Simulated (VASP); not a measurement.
# Si9O16 (a cell with a defect) in VASP: further runs

The runs below take Si9O16 (a cell with a defect) through single point, with LDA.

All numbers are computed with VASP 6.6.1; they aren't measurements. Logs are shortened: lines on timing, memory, paths and dates and some standing lists are left out, and cuts for length are marked.

### 1 The cell of the first run

The cell holds a defect, 25 atoms: a = 5.911 Å, b = 5.911 Å, c = 5.334 Å, α = 90.00°, β = 90.00°, γ = 90.00°.

### 2 Single point, LDA

File INCAR:

```
SYSTEM = Si9O16
  PREC = Accurate
  ENCUT = 520
  EDIFF = 1E-6
  ISMEAR = -1
  SIGMA = 0.05
  LREAL = Auto
  LASPH = .True.
  NELM = 100
  ALGO = Normal
  ISIF = 2
  LWAVE = .False.
  LCHARG = .False.
  GGA = CA
  NBANDS = 84
```

File KPOINTS:

```
regular mesh
0
Gamma
  2 2 2
  0 0 0
```

File POSCAR:

```
Si9O16
1.0
   -4.1797000000     -4.1797000000      0.0000000000
    4.1797000000     -4.1797000000      0.0000000000
    0.0000000000      0.0000000000      5.3338000000
Si O
9 16
Direct
    0.5102837524      0.5030064359      0.0048830102
    0.0029140847      0.5009861952      0.2461599610
    0.5298492715      0.5079390865      0.5045714125
   -0.0145694667      0.5309070029      0.7715304286
   -0.0092291313      0.0081314448      0.0022049946
    0.5031816877     -0.0144145513      0.2418763358
   -0.0312651626     -0.0152711917      0.4748683865
    0.4904604397     -0.0099084863      0.7457973677
    0.2078851353      0.1910418212      0.6253455323
    0.2030678039      0.5140891691      0.0057703701
   -0.0235107783      0.2077622796      0.2288777232
    0.8072950212      0.5357202670      0.0163416326
   -0.0077269900      0.8057502931      0.2414535603
    0.1990684738      0.4840786420      0.5131034160
   -0.0282168577      0.2448795368      0.8081257265
    0.8217282341      0.5184492906      0.4998831977
   -0.0053428476      0.8160577314      0.7528169410
    0.6888801828     -0.0047832380     -0.0040897671
    0.5202286049      0.6804202455      0.2487391728
    0.2983793095     -0.0180520133      0.0170735686
    0.5017040697      0.3002046798      0.2588758484
    0.6914575209      0.0019891380      0.4987779819
    0.5064716367      0.6992029332      0.7536718662
    0.3254043352     -0.0806516018      0.4592530654
    0.5589136780      0.3359541355      0.7600134988
```

Potentials or basis: VASP PAW LDA potentials, release 64 (Si, O).

On the command line:

```console
cat potpaw_LDA.64/Si/POTCAR potpaw_LDA.64/O/POTCAR > POTCAR
mpirun -np 1 vasp_std > vasp.out
```

OUTCAR:

```text
SYSTEM = Si9O16
   PREC = Accurate
   ENCUT = 520
   EDIFF = 1E-6
   ISMEAR = -1
   LREAL = Auto
   LASPH = .True.
   NELM = 100
   ISIF = 2
   GGA = CA

 ion  position               nearest neighbor table
   1  0.510  0.503  0.005-  25 1.66  19 1.67  12 1.77  23 1.77  21 1.81  10 1.82   3 2.67   3 2.67
                             4 3.08   6 3.12
   2  0.003  0.501  0.246-  12 1.70  16 1.73  11 1.74  10 1.75  13 1.80  14 1.84   4 2.54   4 2.81
                             9 2.99   7 3.12   3 3.12
   3  0.530  0.508  0.505-  19 1.70  25 1.71  16 1.73  23 1.75  21 1.80  14 1.96   1 2.67   1 2.67
                             9 2.75   4 3.05   2 3.12   8 3.14
   4  0.985  0.531  0.772-  12 1.68  17 1.69  15 1.70  16 1.74  10 1.80  14 1.89   9 2.52   2 2.54
                             2 2.81   3 3.05   1 3.08   5 3.08   7 3.12
   5  0.991  0.008  0.002-  11 1.69  15 1.74  17 1.75  13 1.75  18 1.79  20 1.83   7 2.53   9 2.62
                             7 2.82   4 3.08
   6  0.503  0.986  0.242-  24 1.61  20 1.70  18 1.71  22 1.77  19 1.81  21 1.86   8 2.65   8 2.69
                             9 2.95   7 3.02   1 3.12
   7  0.969  0.985  0.475-  13 1.64  22 1.65  17 1.79  11 1.86   9 2.03  24 2.15  15 2.35   5 2.53
                             5 2.82   6 3.02   2 3.12   4 3.12
   8  0.490  0.990  0.746-  23 1.72  22 1.78  18 1.78  20 1.84  24 1.86  25 2.09   9 2.15   6 2.65
                             6 2.69   3 3.14
   9  0.208  0.191  0.625-  15 1.73  14 1.83  24 1.96   7 2.03   8 2.15  25 2.36  20 2.49  11 2.52
                             4 2.52   5 2.62   3 2.75   6 2.95   2 2.99
  10  0.203  0.514  0.006-   2 1.75   4 1.80   1 1.82
  11  0.976  0.208  0.229-   5 1.69   2 1.74   7 1.86   9 2.52
  12  0.807  0.536  0.016-   4 1.68   2 1.70   1 1.77
  13  0.992  0.806  0.241-   7 1.64   5 1.75   2 1.80
  14  0.199  0.484  0.513-   9 1.83   2 1.84   4 1.89   3 1.96
  15  0.972  0.245  0.808-   4 1.70   9 1.73   5 1.74   7 2.35
  16  0.822  0.518  0.500-   3 1.73   2 1.73   4 1.74
  17  0.995  0.816  0.753-   4 1.69   5 1.75   7 1.79
  18  0.689  0.995  0.996-   6 1.71   8 1.78   5 1.79
  19  0.520  0.680  0.249-   1 1.67   3 1.70   6 1.81
  20  0.298  0.982  0.017-   6 1.70   5 1.83   8 1.84   9 2.49
  21  0.502  0.300  0.259-   3 1.80   1 1.81   6 1.86
  22  0.691  0.002  0.499-   7 1.65   6 1.77   8 1.78
  23  0.506  0.699  0.754-   8 1.72   3 1.75   1 1.77
  24  0.325  0.919  0.459-   6 1.61   8 1.86   9 1.96   7 2.15
  25  0.559  0.336  0.760-   1 1.66   3 1.71   8 2.09   9 2.36

  LATTYP: Found a simple tetragonal cell.
 ALAT       =     5.9109884267
 C/A-ratio  =     0.9023533147

  Lattice vectors:

 A1 = (  -4.1797000000,  -4.1797000000,   0.0000000000)
 A2 = (   4.1797000000,  -4.1797000000,   0.0000000000)
 A3 = (   0.0000000000,   0.0000000000,   5.3338000000)

Analysis of symmetry for initial positions (statically):
[... 165 lines left out ...]
   NELECT =     132.0000    total number of electrons
   NUPDOWN=      -1.0000    fix difference up-down
   EMIN   =  10.00;   EMAX   =-10.00  energy-range for DOS
   EFERMI =   0.00;   METHOD = LEGACY
   ISMEAR =    -1;   SIGMA  =   0.05  broadening in eV -4-tet -1-fermi 0-gaus
   EFERMI_NEDOS =   21; number of points for ismear=-14 and -15
   IALGO  =     38    algorithm
   IMIX   =      4    mixing-type and parameters
     AMIX     =   0.40;   BMIX     =  1.00
     AMIX_MAG =   1.60;   BMIX_MAG =  1.00
  volume/ion in A,a.u.               =       7.45        50.31
  Fermi-wavevector in a.u.,A,eV,Ry     =   1.459309  2.757693 28.974719  2.129582
  Thomas-Fermi vector in A             =   2.575891
   LORBIT       =      0    0 simple, 1 ext, 2 COOP (PROOUT), +10 PAW based schemes
   GGA     = CA    functional components
   LHFCALC =     F    Hartree Fock is set to
   AEXX    =    0.0000 exact exchange contribution
   IVDW    =     0    specifies the selected vdW correction
   LEPSILON=     F    determine dielectric tensor
   LRPA    =     F    only Hartree local field effects (RPA)
 non-spin polarized calculation
  energy-cutoff  :      520.00
  volume of cell :      186.36
 maximum number of plane-waves:      5032
 NGX is ok and might be reduce to    48
   NGX = 21   NGY = 21   NGZ = 19

 number of electron     132.0000018 magnetization

 Free energy of the ion-electron system (eV)
  ---------------------------------------------------
  ext. energy  EPLUGINS =         0.00000000
  ---------------------------------------------------
  free energy    TOTEN  =      -199.73196237 eV

  energy without entropy =     -199.73196236  energy(sigma->0) =     -199.73196237

 E-fermi :  13.5146     XC(G=0): -13.0033

 val. band max:       12.6124995269   @ k =   0.5000   0.0000   0.5000
 cond. band min:      14.4155317465   @ k =   0.5000   0.0000   0.0000
 fundamental gap:      1.8030322196
 Fermi energy:        13.5145613873

 k-point     1 :       0.0000    0.0000    0.0000
  band No.  band energies     occupation
      1     -13.8507      2.00000
      2     -12.0021      2.00000
      3     -11.8163      2.00000
      4     -11.2154      2.00000
      5     -10.9661      2.00000
      6     -10.7874      2.00000
[... 637 lines left out ...]
     77      18.6409      0.00000
     78      18.7291      0.00000
 [bands above 78 left out]

------------------------ aborting loop because EDIFF is reached ----------------------------------------

  FORCE on cell =-STRESS in cart. coord.  units (eV):
  Direction    XX          YY          ZZ          XY          YZ          ZX
  --------------------------------------------------------------------------------------
  -------------------------------------------------------------------------------------
  Total       36.0643926     36.5065364     47.1205318      0.8389649     -6.4771717      9.6848430
  in kB      310.0503738    313.8515430    405.1014714      7.2126925    -55.6851058     83.2618817
  external PRESSURE =     343.0011294 kB  Pullay stress =       0.0000000 kB

 VOLUME and BASIS-vectors are now :
 -----------------------------------------------------------------------------
  energy-cutoff  :      520.00
  volume of cell :      186.36
      direct lattice vectors                 reciprocal lattice vectors
    -4.179700000 -4.179700000  0.000000000    -0.119625810 -0.119625810  0.000000000
     4.179700000 -4.179700000  0.000000000     0.119625810 -0.119625810  0.000000000
     0.000000000  0.000000000  5.333800000     0.000000000  0.000000000  0.187483595

 POSITION                                       TOTAL-FORCE (eV/Angst)
 -----------------------------------------------------------------------------------
     -0.03042     -4.23525      0.02604         0.012273     -0.021582      0.065831
      2.08179     -2.10615      1.31297        -0.051450      0.034361      0.065328
     -0.09158     -4.33764      2.69128        -0.039272     -0.129990      0.014196
     -1.89977     -6.33784      4.11519        -0.016303     -0.092403      0.157392
     -4.10714     -4.17511      0.01176         0.179427     -0.284254      0.002902
      2.01630     -6.22260      1.29012         0.072847     -0.003066     -0.076153
[... 17 lines left out ...]
      2.48251     -5.20269      2.44956        -0.130657      0.338231     -0.029852
     -0.93190     -3.74028      4.05376        -0.136739     -0.158624      0.020491
 -----------------------------------------------------------------------------------
    total drift:                               -0.009269      0.006990      0.005477

  FREE ENERGIE OF THE ION-ELECTRON SYSTEM (eV)
  ---------------------------------------------------
  free  energy   TOTEN  =      -199.7319623733 eV

  energy  without entropy=     -199.7319623623  energy(sigma->0) =     -199.73196237
```

Run time: 96 s. Hardware: 1 thread of AMD EPYC 9R45 (Zen 5), shared host; peak memory 0.24 GiB.

What came out:

```yaml
Free_energy: -199.7320 eV
Pressure: 34.3 GPa
Largest_force: 0.929 eV/Å
Band_gap_on_the_k_mesh: 1.80 eV
```

Forces in eV/Å, atoms in the order of the input:
```
Si   0.012 -0.022  0.066
Si  -0.051  0.034  0.065
Si  -0.039 -0.130  0.014
Si  -0.016 -0.092  0.157
Si   0.179 -0.284  0.003
Si   0.073 -0.003 -0.076
Si   0.014  0.261 -0.207
Si   0.004  0.036  0.013
Si  -0.102 -0.213 -0.898
O    0.002 -0.154  0.048
O    0.049  0.185 -0.113
O    0.035  0.087  0.098
O    0.082  0.123 -0.043
O   -0.102  0.040  0.074
O   -0.176 -0.091  0.415
O   -0.155 -0.030  0.156
O    0.089 -0.005  0.105
O    0.065  0.004 -0.019
O   -0.015 -0.114  0.025
O    0.200  0.146  0.000
O   -0.006  0.024  0.065
O    0.081  0.033  0.011
O    0.044 -0.014  0.050
O   -0.131  0.338 -0.030
O   -0.137 -0.159  0.020
```

Caveat: the k points lie up to 0.59 Å⁻¹ apart.

### 3 Single point, LDA

File INCAR:

```
  PREC = Accurate
  ENCUT = 520
  EDIFF = 1E-7
  ISMEAR = -1
  SIGMA = 0.05
  LREAL = Auto
  LASPH = True
  NELM = 80
  ALGO = Normal
  ISIF = 2
  LWAVE = False
  LCHARG = False
  GGA = CA
  NBANDS = 84
```

File KPOINTS:

```
regular mesh
0
Gamma
  2 2 2
```

File POSCAR:

```
Si9O16
1.0
   -4.1797000000     -4.1797000000      0.0000000000
    4.1797000000     -4.1797000000      0.0000000000
    0.0000000000      0.0000000000      5.3338000000
Si O
9 16
Direct
    0.4978418308      0.4825833194      0.0106089467
   -0.0215426945      0.5168880542      0.2380115490
    0.5145864536      0.4698648228      0.5175006562
   -0.0190493337      0.5449351628      0.7589474671
    0.0047955595      0.0187946503     -0.0100371218
    0.5098722396     -0.0289236070      0.2531313510
   -0.0258245807      0.0077627581      0.4583396453
    0.5255381965     -0.0291154868      0.7713183846
    0.2269491830      0.2459634663      0.5446038472
    0.1911641984      0.5168708280      0.0049383179
   -0.0622726511      0.2188999210      0.2017239117
    0.7970603153      0.5448125464      0.0003804042
    0.0105285068      0.8208392947      0.2338925344
    0.1426732780      0.5380073929      0.4925188421
    0.0155103237      0.2410088045      0.7836647418
    0.7914179247      0.5111454171      0.5033765795
    0.0039895208      0.8355068546      0.7424018523
    0.7026800967     -0.0468868579      0.0105502644
    0.4900489270      0.6721151040      0.2635520642
    0.3114249827     -0.0068662823      0.0078081293
    0.5221834103      0.2793470823      0.2380224230
    0.7046308347     -0.0183100462      0.5018765233
    0.4924163217      0.6693778262      0.7596915895
    0.3502083882     -0.0302753786      0.5273821666
    0.5686134172      0.2724840300      0.7974258502
```

Potentials or basis: VASP PAW LDA potentials, release 64 (Si, O).

On the command line:

```console
cat potpaw_LDA.64/Si/POTCAR potpaw_LDA.64/O/POTCAR > POTCAR
mpirun -np 1 vasp_std > vasp.out
```

OUTCAR:

```text
PREC = Accurate
   ENCUT = 520
   EDIFF = 1E-7
   ISMEAR = -1
   LREAL = Auto
   LASPH = True
   NELM = 80
   ISIF = 2
   GGA = CA

 ion  position               nearest neighbor table
   1  0.498  0.483  0.011-  21 1.71  25 1.74  23 1.74  19 1.75  12 1.81  10 1.82   3 2.63   3 2.71
                             2 3.10
   2  0.978  0.517  0.238-  12 1.67  14 1.67  10 1.77  11 1.79  16 1.80  13 1.81   4 2.56   9 2.72
                             4 2.78   1 3.10   7 3.13   3 3.13
[... 906 lines left out ...]
  Total       48.0691781     25.2760730     42.5182332     21.8296200     -9.6343537     -6.3748725
  in kB      413.2571095    217.3017575    365.5348992    187.6721431    -82.8278182    -54.8056254
  external PRESSURE =     332.0312554 kB  Pullay stress =       0.0000000 kB

 VOLUME and BASIS-vectors are now :
 -----------------------------------------------------------------------------
  energy-cutoff  :      520.00
  volume of cell :      186.36
      direct lattice vectors                 reciprocal lattice vectors
    -4.179700000 -4.179700000  0.000000000    -0.119625810 -0.119625810  0.000000000
     4.179700000 -4.179700000  0.000000000     0.119625810 -0.119625810  0.000000000
     0.000000000  0.000000000  5.333800000     0.000000000  0.000000000  0.187483595

 POSITION                                       TOTAL-FORCE (eV/Angst)
 -----------------------------------------------------------------------------------
     -0.06378     -4.09788      0.05659         0.020190     -0.015544      0.002367
     -1.92922     -6.25009      1.26951         0.023206     -0.013769      0.018186
     -0.18692     -4.11471      2.76025         0.049456      0.044359     -0.013812
     -1.82241     -6.37774      4.04807         0.009055     -0.004164     -0.006106
      0.05851     -0.09860      5.28026        -0.015681      0.016377     -0.022851
      1.92769     -6.18992      1.35015        -0.007129      0.008561      0.016670
[... 17 lines left out ...]
      2.58939     -5.51692      2.81295         0.031416      0.053340     -0.018557
     -1.23773     -3.51554      4.25331        -0.040536      0.007478     -0.020782
 -----------------------------------------------------------------------------------
    total drift:                               -0.016746      0.000887      0.006372

  FREE ENERGIE OF THE ION-ELECTRON SYSTEM (eV)
  ---------------------------------------------------
  free  energy   TOTEN  =      -200.1309226232 eV

  energy  without entropy=     -200.1309226232  energy(sigma->0) =     -200.13092262
```

stdout:

```text
POSCAR found type information on POSCAR SiO
 POSCAR found :  2 types and      25 ions
 scaLAPACK will be used
 LDA part: xc-table for (Slater(with rela. corr.)+CA(PZ))
 , standard interpolation
 POSCAR, INCAR and KPOINTS ok, starting setup
 FFT: planning ... GRIDC
 FFT: planning ... GRID_SOFT
 FFT: planning ... GRID
 WAVECAR not read
 entering main loop
```

It took 2 min on 1 thread of AMD EPYC 9R45 (Zen 5), shared host; peak memory 0.24 GiB.

Results:

```
Free energy            : -200.1309 eV
Pressure               : 33.2 GPa
Largest force          : 0.103 eV/Å
Band gap on the k mesh : 2.42 eV
```

Forces on the atoms (eV/Å):
```
Si   0.020 -0.016  0.002
Si   0.023 -0.014  0.018
Si   0.049  0.044 -0.014
Si   0.009 -0.004 -0.006
Si  -0.016  0.016 -0.023
Si  -0.007  0.009  0.017
Si  -0.026 -0.075  0.065
Si  -0.029  0.009 -0.027
Si  -0.004 -0.002 -0.016
O   -0.026 -0.015 -0.002
O    0.046 -0.025  0.026
O    0.055  0.062 -0.006
O   -0.049  0.054 -0.015
O   -0.024 -0.066  0.006
O    0.011  0.005 -0.001
O   -0.015 -0.031 -0.001
O    0.002  0.010 -0.036
O   -0.046 -0.059  0.023
O   -0.002 -0.004  0.013
O    0.035  0.017 -0.004
O   -0.033  0.029  0.010
O    0.010  0.025  0.024
O    0.025 -0.028 -0.013
O    0.031  0.053 -0.019
O   -0.041  0.007 -0.021
```

Caveat: the k points lie up to 0.59 Å⁻¹ apart.
